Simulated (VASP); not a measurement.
Write the native input for VASP 6.6.1 that does the following.

* Task: single point
* Functional: r2SCAN
* Potentials or basis: VASP PAW PBE potentials, release 64 (Cs_sv, H)
* Cutoff: 520 eV
* k mesh: 6 × 6 × 4
* Occupations: gaussian, width 0.02 eV
* Spin: no spin polarisation
* Dipole correction: no
* Further INCAR settings: ALGO = Normal; EDIFF = 1e-06; NBANDS = 18

The system is CsH.

```
Cs H
1.0
     3.25176    3.25176    0.00000
    -3.25176    3.25176    0.00000
     0.00000    0.00000    6.50352
Cs H
2 2
Direct
  0.00000 0.00000 0.00000
  0.50000 0.50000 0.50000
  0.50000 0.50000 0.00000
  0.00000 0.00000 0.50000
```

One way to write it, as run:

POSCAR

```
CsH
1.0
    3.2517600000      3.2517600000      0.0000000000
   -3.2517600000      3.2517600000      0.0000000000
    0.0000000000      0.0000000000      6.5035200000
Cs H
2 2
Direct
    0.0000000000      0.0000000000      0.0000000000
    0.5000000000      0.5000000000      0.5000000000
    0.5000000000      0.5000000000      0.0000000000
    0.0000000000      0.0000000000      0.5000000000
```

INCAR.step1

```
SYSTEM = CsH
PREC = Accurate
ENCUT = 520
ISMEAR = 0
SIGMA = 0.02
LREAL = .FALSE.
LASPH = .TRUE.
NELM = 60
NBANDS = 18
GGA = PE
ALGO = Normal
EDIFF = 1E-4
LWAVE = .TRUE.
LCHARG = .FALSE.
```

INCAR.step2

```
SYSTEM = CsH
PREC = Accurate
ENCUT = 520
EDIFF = 1E-6
ISMEAR = 0
SIGMA = 0.02
LREAL = .FALSE.
LASPH = .TRUE.
NELM = 60
ALGO = Normal
ISIF = 2
LWAVE = .FALSE.
LCHARG = .TRUE.
METAGGA = R2SCAN
LMIXTAU = .TRUE.
LELF = .TRUE.
LVHAR = .TRUE.
NBANDS = 18
ISTART = 1
```

KPOINTS

```
Automatic mesh
0
G
  6 6 4
  0 0 0
```

Potentials or basis: VASP PAW PBE potentials, release 64 (Cs_sv, H).

The run is started by

```sh
$ cat potpaw_PBE.64/Cs_sv/POTCAR potpaw_PBE.64/H/POTCAR > POTCAR
$ cp INCAR.step1 INCAR
$ mpirun -np 1 vasp_std > vasp.out
$ cp INCAR.step2 INCAR
$ mpirun -np 1 vasp_std > vasp.out
```

Results of the run:

```json
{
 "Pressure": "-0.5 GPa",
 "Band gap on the k mesh": "2.72 eV"
}
```

Caveat: the PAW data sets were made with another functional, which shifts forces and pressure a little; spin-orbit coupling is left out, which moves the levels of the heavy elements.

Wall time 3 min on 1 thread of AMD EPYC 7R13 Processor (Zen 3), with other jobs on the host, peak memory 0.25 GiB.
